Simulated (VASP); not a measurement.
Wanted: the native input for a VASP 6.6.1 run.

| Property | Result |
| --- | --- |
| Task | single point |
| Functional | LDA |
| Potentials or basis | VASP PAW LDA potentials, release 64 (Ir) |
| Cutoff | 520 eV |
| k mesh | 14 × 14 × 14 |
| Occupations | fermi-dirac, width 0.1 eV |
| Spin | no spin polarisation |
| Dipole correction | no |
| Further INCAR settings | ALGO = Normal; EDIFF = 1e-06; NBANDS = 10 |

The structure of Ir lies in POSCAR:

```
Ir
1.0
    2.5613111316      0.0000000000      0.0000000000
    0.0000000000      2.5613111316      0.0000000000
    0.0000000000      0.0000000000      2.5613111316
Ir
1
Direct
    0.0000000000      0.0000000000      0.0000000000
```

This isn't the form of Ir at room conditions, which is fcc.

These files were run (other wordings do the same):

INCAR

```
  PREC = Accurate
  ENCUT = 520
  EDIFF = 1E-6
  ISMEAR = -1
  SIGMA = 0.1
  LREAL = False
  LASPH = True
  NELM = 60
  ALGO = Normal
  ISIF = 2
  LWAVE = False
  LCHARG = False
  NBANDS = 10
```

KPOINTS

```
regular mesh
0
Gamma
  14 14 14
```

Potentials or basis: VASP PAW LDA potentials, release 64 (Ir).

The run is started by

```bash
$ cat potpaw_LDA.64/Ir/POTCAR > POTCAR
$ mpirun -np 1 vasp_std > vasp.out
```

It gave:

```yaml
Pressure: -9.5 GPa
Band_gap_on_the_k_mesh: zero (an odd number of electrons rules out a gap without spin polarisation)
```

Caveat: the cell stands under tension; spin-orbit coupling is left out, which moves the levels of the heavy elements.

Wall time 17 s on 1 thread of Intel Xeon 8259CL, with other jobs on the host, peak memory 0.13 GiB.
